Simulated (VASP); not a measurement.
# BAs (F-43m) in VASP: further runs

BAs is run at these levels: PBE; tasks: G0W0 quasiparticle levels.

All numbers are computed with VASP 6.6.1; they aren't measurements. Logs are shortened: lines on timing, memory, paths and dates and some standing lists are left out, and cuts for length are marked.

### Step 1. The cell of the first run

The structure is cubic, space group F-43m (No. 216). The conventional cell has a = 4.975 Å, b = 4.975 Å, c = 4.975 Å, α = 90.00°, β = 90.00°, γ = 90.00°. B (site symmetry -43m) has 4 As at 2.15 Å within 2.9 Å. Within 2.9 Å of As (site symmetry -43m) lie 4 B at 2.15 Å.

### Step 2. G0W0 quasiparticle levels, PBE

File POSCAR:

```
BAs
1.0
    0.0000000000      2.4875423082      2.4875423082
    2.4875423082      0.0000000000      2.4875423082
    2.4875423082      2.4875423082      0.0000000000
B As
1 1
Direct
    0.0000000000      0.0000000000      0.0000000000
    0.2500000000      0.2500000000      0.2500000000
```

File INCAR.step1:

```
PREC = Accurate
ENCUT = 500
EDIFF = 1E-8
ISMEAR = 0
SIGMA = 0.01
LREAL = F
LASPH = T
NELM = 60
ALGO = Normal
LWAVE = T
LCHARG = F
GGA = PE
```

File INCAR.step2:

```
PREC = Accurate
ENCUT = 500
EDIFF = 1E-8
ISMEAR = 0
SIGMA = 0.01
LREAL = F
LASPH = T
NELM = 1
ALGO = Exact
LWAVE = T
LCHARG = F
GGA = PE
NBANDS = 132
LOPTICS = T
ISTART = 1
```

File INCAR.step3:

```
PREC = Accurate
ENCUT = 500
EDIFF = 1E-8
ISMEAR = 0
SIGMA = 0.01
LREAL = F
LASPH = T
ALGO = EVGW0
LWAVE = F
LCHARG = F
GGA = PE
NELMGW = 1
NBANDS = 132
ENCUTGW = 150.0
NOMEGA = 96
PRECFOCK = Fast
ISTART = 1
NBANDSGW = 12
OMEGAMAX = 20
```

File KPOINTS:

```
Automatic mesh
0
Gamma
  6 6 6
```

Potentials or basis: VASP PAW PBE potentials, release 64 (B_GW, As_GW).

Run with:

```
$ cat potpaw_PBE.64/B_GW/POTCAR potpaw_PBE.64/As_GW/POTCAR > POTCAR
$ cp INCAR.step1 INCAR
$ mpirun -np 1 vasp_std > vasp.out
$ cp INCAR.step2 INCAR
$ mpirun -np 1 vasp_std > vasp.out
$ cp INCAR.step3 INCAR
$ mpirun -np 1 vasp_std > vasp.out
```

OUTCAR:

```text
PREC = Accurate
   ENCUT = 500
   EDIFF = 1E-8
   ISMEAR = 0
   LREAL = F
   LASPH = T
   GGA = PE
   NELMGW = 1
   ENCUTGW = 150.0
   PRECFOCK = Fast
   ISTART = 1

 ion  position               nearest neighbor table
   1  0.000  0.000  0.000-   2 2.15   2 2.15   2 2.15   2 2.15
   2  0.250  0.250  0.250-   1 2.15   1 2.15   1 2.15   1 2.15

  LATTYP: Found a face centered cubic cell.
 ALAT       =     4.9750846164

  Lattice vectors:

 A1 = (   0.0000000000,   2.4875423082,   2.4875423082)
 A2 = (   2.4875423082,   0.0000000000,   2.4875423082)
 A3 = (   2.4875423082,   2.4875423082,   0.0000000000)

Analysis of symmetry for initial positions (statically):
=====================================================================
 Subroutine PRICEL returns:
 Original cell was already a primitive cell.

 Routine SETGRP: Setting up the symmetry group for a
 face centered cubic supercell.

 Subroutine GETGRP returns: Found 24 space group operations
 (whereof 24 operations were pure point group operations)
 out of a pool of 48 trial point group operations.

The static configuration has the point symmetry T_d .

Analysis of symmetry for dynamics (positions and initial velocities):
=====================================================================
 Subroutine PRICEL returns:
 Original cell was already a primitive cell.

 Routine SETGRP: Setting up the symmetry group for a
 face centered cubic supercell.

 Subroutine GETGRP returns: Found 24 space group operations
 (whereof 24 operations were pure point group operations)
 out of a pool of 48 trial point group operations.

The dynamic configuration has the point symmetry T_d .

 Subroutine INISYM returns: Found 24 space group operations
 (whereof 24 operations are pure point group operations),
 and found     1 'primitive' translations

----------------------------------------------------------------------------------------

                                     Primitive cell

[... 79 lines left out ...]
   ENCUT  =  500.0 eV  36.75 Ry    6.06 a.u.   6.41  6.41  6.41*2*pi/ulx,y,z
   NELM   =     60;   NELMIN=  2; NELMDL=  0     # of ELM steps
   EDIFF  = 0.1E-07   stopping-criterion for ELM
   LREAL  =      F    real-space projection
   EDIFFG = 0.1E-06   stopping-criterion for IOM
   NSW    =      0    number of steps for IOM
   IBRION =     -1    ionic relax: 0-MD 1-quasi-New 2-CG
   NFREE  =      0    steps in history (QN), initial steepest desc. (CG)
   ISIF   =      0    stress and relaxation
   ISYM   =      3    0-nonsym 1-usesym 2-fastsym
   POTIM  = 0.5000    time-step for ionic-motion
   TEBEG  =    0.0;   TEEND  =   0.0 temperature during run
   PSTRESS=    0.0 pullay stress
   NELECT =       8.0000    total number of electrons
   NUPDOWN=      -1.0000    fix difference up-down
   EMIN   =  10.00;   EMAX   =-10.00  energy-range for DOS
   EFERMI =   0.00;   METHOD = LEGACY
   ISMEAR =     0;   SIGMA  =   0.01  broadening in eV -4-tet -1-fermi 0-gaus
   EFERMI_NEDOS =   21; number of points for ismear=-14 and -15
   IALGO  =     38    algorithm
   IMIX   =      4    mixing-type and parameters
     AMIX     =   0.40;   BMIX     =  1.00
     AMIX_MAG =   1.60;   BMIX_MAG =  1.00
  volume/ion in A,a.u.               =      15.39       103.87
  Fermi-wavevector in a.u.,A,eV,Ry     =   1.044699  1.974194 14.849333  1.091395
  Thomas-Fermi vector in A             =   2.179463
   LORBIT       =      0    0 simple, 1 ext, 2 COOP (PROOUT), +10 PAW based schemes
   GGA     = PE    functional components
   LHFCALC =     T    Hartree Fock is set to
   PRECFOCK=fast      Normal, Fast or Accurate (Low or Medium for compatibility)
   ENCUT4O =  -1.0   cutoff for four orbital integrals eV
   NKREDX  =     1    reduce k-point grid by
   NKREDY  =     1    reduce k-point grid by
   NKREDZ  =     1    reduce k-point grid by
   AEXX    =    1.0000 exact exchange contribution
   HFSCREEN=    0.0000 screening length (either q_TF or 0.3 A-1)
   HFSCREENC=   0.0000 screening length for correlation (either q_TF or 0.3 A-1)
   ENCUTFOCK=  -1.0 apply spherical cutoff to Coloumb kernel
   IVDW    =     0    specifies the selected vdW correction
   LEPSILON=     F    determine dielectric tensor
   LRPA    =     F    only Hartree local field effects (RPA)
   LRPAFORCE           =     F    calculate RPA forces
   ENCUTGW             = 150.0    cutoff for response function in eV
   ENCUTGWSOFT         = 120.0    soft cutoff for Coulomb kernel in GW response function in eV
   ENCUTLF             =  -1.0    cutoff for local field effects
   NELMGW              =     1    number of iterations in solving QP/BSE equation
   NELMHF              =     1    number of iterations in the inner HF iteration
   NKREDLFX            =     1    NKREDLFY  =   1   NKREDLFZ  =   1
 non-spin polarized calculation
 Gauss-broadening in eV      SIGMA  =   0.01
  energy-cutoff  :      500.00
  volume of cell :       30.79
 maximum number of plane-waves:       797
 NGX is ok and might be reduce to    28
  NGX = 16; NGY = 16; NGZ = 16
   NGX = 13   NGY = 13   NGZ = 13
 maximum number of plane-waves:       138

 QP shifts <psi_nk| G(iteration)W_0 |psi_nk>: iteration 1
 for sc-GW calculations column KS-energies equals QP-energies in previous step
 and V_xc(KS)=  KS-energies - (<T + V_ion + V_H > + <T+V_H+V_ion>^1  + <V_x>^1)

 k-point   1 :       0.0000    0.0000    0.0000
  band No.  KS-energies  QP-energies   sigma(KS)   V_xc(KS)     V^pw_x(r,r')   Z            occupation Imag(sigma)

      1      -9.4646     -10.0641     -12.3109     -11.4225     -19.0795       0.6747       2.0000       1.0540
      2       4.8880       4.3743     -12.9078     -12.2493     -13.5877       0.7801       2.0000       0.0202
      3       4.8880       4.3743     -12.9078     -12.2493     -13.5877       0.7801       2.0000       0.0202
      4       4.8880       4.3743     -12.9078     -12.2493     -13.5877       0.7801       2.0000       0.0202
      5       8.0179       8.2773     -10.7536     -11.0886      -6.4739       0.7742       0.0000      -0.0608
      6       8.0179       8.2773     -10.7536     -11.0886      -6.4739       0.7742       0.0000      -0.0608
      7       8.0179       8.2773     -10.7536     -11.0886      -6.4739       0.7742       0.0000      -0.0608
      8       8.0656       8.5415     -11.7964     -12.4243      -7.0835       0.7579       0.0000      -0.0699
      9      13.9073      13.7951      -8.5686      -8.4235      -2.8886       0.7738       0.0000      -0.2287
     10      17.3617      17.3467     -10.0315     -10.0118      -4.1341       0.7654       0.0000      -0.3322
     11      17.3617      17.3467     -10.0315     -10.0118      -4.1341       0.7654       0.0000      -0.3322
     12      18.7936      18.7001      -8.6949      -8.5731      -2.3275       0.7674       0.0000      -0.4579
[... 228 lines left out ...]
      1      -5.8086      -6.2716     -12.7536     -12.1091     -17.9340       0.7184       2.0000       0.5816
      2      -2.7441      -3.4389     -12.6782     -11.6888     -16.9749       0.7022       2.0000       0.3058
      3       0.3817      -0.2798     -11.8662     -10.9763     -14.2127       0.7433       2.0000       0.0739
      4       0.5685      -0.0880     -11.9023     -11.0208     -14.1684       0.7447       2.0000       0.0702
      5       8.5920       8.6621     -10.1791     -10.2701      -5.5228       0.7712       0.0000      -0.0716
      6       8.6365       8.8645     -10.2865     -10.5826      -5.5528       0.7695       0.0000      -0.0731
      7      12.7714      12.9824     -11.0128     -11.3017      -4.8652       0.7305       0.0000      -0.2153
      8      13.0442      13.2780     -10.7128     -11.0284      -4.6896       0.7409       0.0000      -0.2189
      9      16.2356      16.4024     -11.0982     -11.3280      -4.0057       0.7257       0.0000      -0.4630
     10      19.0860      19.2398     -11.0671     -11.2746      -4.0403       0.7413       0.0000      -0.6851
     11      19.8709      19.8158     -10.0934     -10.0199      -3.2127       0.7495       0.0000      -0.6177
     12      22.3200      22.4056     -10.2933     -10.4081      -3.2942       0.7462       0.0000      -0.8635
```

OUTCAR.step1:

```text
PREC = Accurate
   ENCUT = 500
   EDIFF = 1E-8
   ISMEAR = 0
   LREAL = F
   LASPH = T
[... 385 lines left out ...]
 -----------------------------------------------------------------------------------
      0.00000      0.00000      0.00000         0.000000     -0.000000      0.000000
      1.24377      1.24377      1.24377        -0.000000      0.000000     -0.000000
 -----------------------------------------------------------------------------------
    total drift:                                0.000000      0.000000      0.000000

  FREE ENERGIE OF THE ION-ELECTRON SYSTEM (eV)
  ---------------------------------------------------
  free  energy   TOTEN  =       -11.3004172397 eV

  energy  without entropy=      -11.3004172397  energy(sigma->0) =      -11.30041724
```

It took 3.2 min on 1 thread of Intel Xeon 6975P-C (Granite Rapids), shared host; peak memory 0.64 GiB.

What came out:

```yaml
Quasiparticle_gap: 1.94 eV
Least_direct_quasiparticle_gap: 3.90 eV
Band_gap_of_the_starting_levels_on_the_mesh: 1.37 eV
Least_direct_gap_of_the_starting_levels_on_the_mesh: 3.13 eV
```

Caveat: the k points lie up to 0.36 Å⁻¹ apart; bands, screening cutoff and mesh are small and nothing is extrapolated, so the quasiparticle values aren't converged.

### Step 3. G0W0 quasiparticle levels, PBE

This run uses another cell than the first one, of 14.95 Å³/atom.

File POSCAR:

```
BAs
1.0
    0.0000000000      2.4636236322      2.4636236322
    2.4636236322      0.0000000000      2.4636236322
    2.4636236322      2.4636236322      0.0000000000
B As
1 1
Direct
    0.0000000000      0.0000000000      0.0000000000
    0.2500000000      0.2500000000      0.2500000000
```

File INCAR.step1:

```
  ALGO = Normal
  EDIFF = 1E-8
  ENCUT = 500
  GGA = PE
  ISMEAR = 0
  LASPH = T
  LCHARG = F
  LREAL = F
  LWAVE = T
  NELM = 80
  PREC = Accurate
  SIGMA = 0.01
```

File INCAR.step2:

```
  ALGO = Exact
  EDIFF = 1E-8
  ENCUT = 500
  GGA = PE
  ISMEAR = 0
  ISTART = 1
  LASPH = T
  LCHARG = F
  LOPTICS = T
  LREAL = F
  LWAVE = T
  NBANDS = 128
  NELM = 1
  PREC = Accurate
  SIGMA = 0.01
```

File INCAR.step3:

```
  ALGO = EVGW0
  EDIFF = 1E-8
  ENCUT = 500
  ENCUTGW = 150.0
  GGA = PE
  ISMEAR = 0
  ISTART = 1
  LASPH = T
  LCHARG = F
  LREAL = F
  LWAVE = F
  NBANDS = 128
  NBANDSGW = 12
  NELMGW = 1
  NOMEGA = 96
  OMEGAMAX = 20
  PREC = Accurate
  PRECFOCK = Fast
  SIGMA = 0.01
```

File KPOINTS:

```
k-points
0
Gamma
  6 6 6
```

Potentials or basis: VASP PAW PBE potentials, release 64 (B_GW, As_GW).

Run with:

```
$ cat potpaw_PBE.64/B_GW/POTCAR potpaw_PBE.64/As_GW/POTCAR > POTCAR
$ cp INCAR.step1 INCAR
$ mpirun -np 1 vasp_std > vasp.out
$ cp INCAR.step2 INCAR
$ mpirun -np 1 vasp_std > vasp.out
$ cp INCAR.step3 INCAR
$ mpirun -np 1 vasp_std > vasp.out
```

OUTCAR:

```text
EDIFF = 1E-8
   ENCUT = 500
   ENCUTGW = 150.0
   GGA = PE
   ISMEAR = 0
   ISTART = 1
   LASPH = T
   LREAL = F
   NELMGW = 1
   PREC = Accurate
   PRECFOCK = Fast

 ion  position               nearest neighbor table
   1  0.000  0.000  0.000-   2 2.13   2 2.13   2 2.13   2 2.13
   2  0.250  0.250  0.250-   1 2.13   1 2.13   1 2.13   1 2.13
[... 191 lines left out ...]
      2       5.1806       4.6638     -12.9895     -12.3290     -13.6846       0.7826       2.0000       0.0202
      3       5.1806       4.6638     -12.9895     -12.3290     -13.6846       0.7826       2.0000       0.0202
      4       5.1806       4.6638     -12.9895     -12.3290     -13.6846       0.7826       2.0000       0.0202
      5       8.3432       8.6120     -10.8113     -11.1573      -6.5401       0.7769       0.0000      -0.0591
      6       8.3432       8.6120     -10.8113     -11.1573      -6.5401       0.7769       0.0000      -0.0591
      7       8.3432       8.6120     -10.8113     -11.1573      -6.5401       0.7769       0.0000      -0.0591
      8       8.6985       9.1950     -11.8177     -12.4721      -6.9788       0.7588       0.0000      -0.0720
      9      14.3244      14.2378      -8.6569      -8.5452      -2.9408       0.7743       0.0000      -0.2273
     10      17.7642      17.7587     -10.1136     -10.1064      -4.1949       0.7679       0.0000      -0.3280
     11      17.7642      17.7587     -10.1136     -10.1064      -4.1949       0.7679       0.0000      -0.3280
     12      19.1942      19.1214      -8.7769      -8.6822      -2.3736       0.7688       0.0000      -0.4562
[... 228 lines left out ...]
      1      -5.6055      -6.0848     -12.8213     -12.1579     -18.0062       0.7225       2.0000       0.5795
      2      -2.5837      -3.2950     -12.7721     -11.7641     -17.0933       0.7057       2.0000       0.3045
      3       0.5258      -0.1452     -11.9497     -11.0495     -14.3378       0.7454       2.0000       0.0747
      4       0.7150       0.0484     -11.9837     -11.0913     -14.2924       0.7469       2.0000       0.0708
      5       8.9051       8.9813     -10.2343     -10.3326      -5.5695       0.7747       0.0000      -0.0703
      6       8.9853       9.2201     -10.3226     -10.6264      -5.5879       0.7730       0.0000      -0.0716
      7      13.2407      13.4658     -11.0493     -11.3555      -4.8822       0.7351       0.0000      -0.2145
      8      13.5038      13.7585     -10.7643     -11.1070      -4.7184       0.7434       0.0000      -0.2174
      9      16.7468      16.9394     -11.1724     -11.4367      -4.0469       0.7287       0.0000      -0.4626
     10      19.7110      19.8913     -11.1320     -11.3741      -4.0665       0.7447       0.0000      -0.6917
     11      20.3577      20.3238     -10.1753     -10.1301      -3.2503       0.7506       0.0000      -0.6183
     12      22.9108      23.0278     -10.3847     -10.5413      -3.3324       0.7468       0.0000      -0.8673
```

OUTCAR.step2:

```text
EDIFF = 1E-8
   ENCUT = 500
   GGA = PE
   ISMEAR = 0
[... 849 lines left out ...]
  --------------------------------------------------------------------------------------------------------------
     0.00000    12.31435    12.31435    12.31435    -0.00000    -0.00000     0.00000
     1.89104    14.76944    14.76944    14.76944    -0.00000    -0.00000     0.00000
     3.78207     9.91902     9.91902     9.91902    -0.00000    -0.00000     0.00000
     5.67311   -15.30752   -15.30752   -15.30752     0.00000     0.00000    -0.00000
     7.56415    -2.45739    -2.45739    -2.45739    -0.00000    -0.00000     0.00000
     9.45518    -5.70810    -5.70810    -5.70810     0.00000     0.00000    -0.00000
[... 92 lines left out ...]
   185.32157     0.98822     0.98822     0.98822     0.00000     0.00000    -0.00000
   187.21260     0.98847     0.98847     0.98847     0.00000     0.00000    -0.00000
```

Run time: 3.1 min. Hardware: 1 thread of Intel Xeon 6975P-C (Granite Rapids), shared host; peak memory 0.62 GiB.

Results:

```yaml
Quasiparticle_gap: 1.93 eV
Least_direct_quasiparticle_gap: 3.95 eV
Band_gap_of_the_starting_levels_on_the_mesh: 1.34 eV
Least_direct_gap_of_the_starting_levels_on_the_mesh: 3.16 eV
```

Caveat: the k points lie up to 0.37 Å⁻¹ apart; bands, screening cutoff and mesh are small and nothing is extrapolated, so the quasiparticle values aren't converged.

(Continued in part 2 of 2.)
